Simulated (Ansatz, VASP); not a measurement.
## LiTaBe2N3: VASP beside Ansatz

```
Li Ta Be N
1.0
     3.34468    0.00000    0.00000
    -1.67234    2.89658    0.00000
     0.00000    0.00000    7.13256
Li Ta Be N
1 1 2 3
Direct
  0.00000 0.00000 0.56932
  0.00000 0.00000 0.93506
  0.33333 0.66667 0.20621
  0.66667 0.33333 0.20621
  0.33333 0.66667 0.76940
  0.66667 0.33333 0.76940
  0.00000 0.00000 0.28543
```

Alike in both runs: functional PBE; k mesh 4 × 4 × 2; occupations gaussian, width 0.15 eV; no spin polarisation.

Ansatz relaxed the structure, and its values are those at the end. VASP's run is a single point on that final structure, the one shown.

```csv
,VASP,Ansatz
version,VASP 6.6.1,Ansatz 0.2.0
potentials or method,"VASP PAW PBE potentials, release 64 (Li_sv, Ta_pv, Be, N), cutoff 750 eV","scalar-relativistic, plane waves, PAW"
valence electrons in the cell,33,35
```

Ansatz gave:

```
gap on the k mesh at the Fermi level (eV) : none
pressure (GPa)                            : -0.4
rms of the force components (eV/Å)        : 0.028
```

**Question.** Estimate VASP's values.

**Answer.** gap on the k mesh at the Fermi level (eV): none; pressure (GPa): -0.3; rms of the force components (eV/Å): 0.024.

A gap of «none» marks a metal or a gap that the smearing closes. With one functional, cell and mesh, what is left measures potentials, basis and numerics. VASP's potentials hold 33 valence electrons a cell and Ansatz's 35, so a difference there can come from the potentials and not from the codes.

The k mesh is coarse, so the values compare programs but aren't converged. Neither program's run includes spin-orbit coupling.
